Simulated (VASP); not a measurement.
Input of a VASP 6.6.1 run:

Contents of INCAR:

```
SYSTEM = MgGeSe3
PREC = Accurate
ENCUT = 520
EDIFF = 1E-6
ISMEAR = 0
SIGMA = 0.1
LREAL = .False.
LASPH = .True.
NELM = 100
ALGO = Normal
ISIF = 2
LWAVE = .False.
LCHARG = .True.
GGA = PE
LELF = .True.
LVHAR = .True.
NBANDS = 45
```

Contents of KPOINTS:

```
Automatic mesh
0
Gamma
  4 4 4
  0 0 0
```

POSCAR

```
MgGeSe3
1.0
    3.4865311152      2.0129496779      5.5621080451
   -3.4865311152      2.0129496779      5.5621080451
    0.0000000000     -4.0258993558      5.5621080451
Mg Ge Se
2 2 6
Direct
    0.7500000000      0.7500000000      0.7500000000
    0.2500000000      0.2500000000      0.2500000000
    0.5000000000      0.5000000000      0.5000000000
    0.0000000000      0.0000000000      0.0000000000
    0.8775647909      0.2500000000      0.6224352091
    0.6224352091      0.8775647909      0.2500000000
    0.2500000000      0.6224352091      0.8775647909
    0.1224352091      0.7500000000      0.3775647909
    0.3775647909      0.1224352091      0.7500000000
    0.7500000000      0.3775647909      0.1224352091
```

Potentials or basis: VASP PAW PBE potentials, release 64 (Mg, Ge_d, Se).

Command:

```bash
$ cat potpaw_PBE.64/Mg/POTCAR potpaw_PBE.64/Ge_d/POTCAR potpaw_PBE.64/Se/POTCAR > POTCAR
$ mpirun -np 1 vasp_std > vasp.out
```

**Question.** What does it give for the pressure?

**Answer.** -0.1 GPa.

**Question.** Predict the band gap on the k mesh.

**Answer.** Zero (band 34 reaches 3.31 eV, above the bottom of band 35 at 3.28 eV).

**Question.** What does it give for the largest force?

**Answer.** 0.005 eV/Å.

Forces on the atoms (eV/Å):
```
Mg   0.000  0.000  0.000
Mg   0.000  0.000  0.000
Ge   0.000  0.000  0.000
Ge   0.000  0.000  0.000
Se   0.002  0.004  0.000
Se  -0.005  0.000  0.000
Se   0.002 -0.004  0.000
Se  -0.002 -0.004  0.000
Se   0.005  0.000  0.000
Se  -0.002  0.004  0.000
```
